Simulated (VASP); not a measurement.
A run of VASP 6.6.1 is set up as follows.

INCAR

```
SYSTEM = Ge
  ALGO = Normal
  EDIFF = 1E-6
  ENCUT = 500
  GGA = PE
  GGA_COMPAT = .FALSE.
  ISIF = 2
  ISMEAR = -1
  LASPH = .TRUE.
  LCHARG = .TRUE.
  LELF = .TRUE.
  LREAL = .FALSE.
  LVHAR = .TRUE.
  LWAVE = .FALSE.
  NBANDS = 21
  NELM = 120
  PREC = Accurate
  SIGMA = 0.1
```

File KPOINTS:

```
k-points
0
G
  5 5 5
  0 0 0
```

Contents of POSCAR:

```
Ge
1.0
    0.0000000000      2.8859759946      2.8859759946
    2.8859759946      0.0000000000      2.8859759946
    2.8859759946      2.8859759946      0.0000000000
Ge
2
Direct
    0.5000000000      0.5000000000      0.5000000000
    0.7500000000      0.7500000000      0.7500000000
```

Potentials or basis: VASP PAW PBE potentials, release 64 (Ge_d).

Launch:

```bash
$ cat potpaw_PBE.64/Ge_d/POTCAR > POTCAR
$ mpirun -np 1 vasp_std > vasp.out
```

Problem. What does it give for the band gap on the k mesh?

Solution. Zero (filled and empty bands touch).

Problem. What does it give for the pressure?

Solution. -0.1 GPa.

Caveat: the k points lie up to 0.38 Å⁻¹ apart.
